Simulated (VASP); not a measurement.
WS2, 3 atoms in the cell. The cell holds a slab with vacuum, 3 atoms: a = 3.114 Å, b = 3.114 Å, c = 16.782 Å, α = 90.00°, β = 90.00°, γ = 120.00°.  This cell differs from its parent crystal: volume scaled by 0.97.

* Program: VASP 6.6.1
* Task: relaxation of shape and atoms at fixed volume
* Functional: PBEsol
* Potentials or basis: VASP PAW PBE potentials, release 64 (W_sv, S)
* Cutoff: 600 eV
* k mesh: 12 × 12 × 2
* Occupations: gaussian, width 0.02 eV
* Spin: no spin polarisation
* Dipole correction: no
* Further INCAR settings: ALGO = Normal; EDIFF = 1e-07; IBRION = 2; EDIFFG = -0.01; NSW = 50; ISIF = 4

Potentials or basis: VASP PAW PBE potentials, release 64 (W_sv, S).

Launch:

```bash
$ cat potpaw_PBE.64/W_sv/POTCAR potpaw_PBE.64/S/POTCAR > POTCAR
$ mpirun -np 1 vasp_std > vasp.out
```

Hardware: 1 thread of AMD EPYC 9R45 (Zen 5), with other jobs on the host.

Task: How long does it take, and how much memory?

Result: It took 12 min on 1 thread of AMD EPYC 9R45 (Zen 5), with other jobs on the host, peak memory 0.36 GiB. Counts: scf iterations 98, k points 38, ion steps 8.
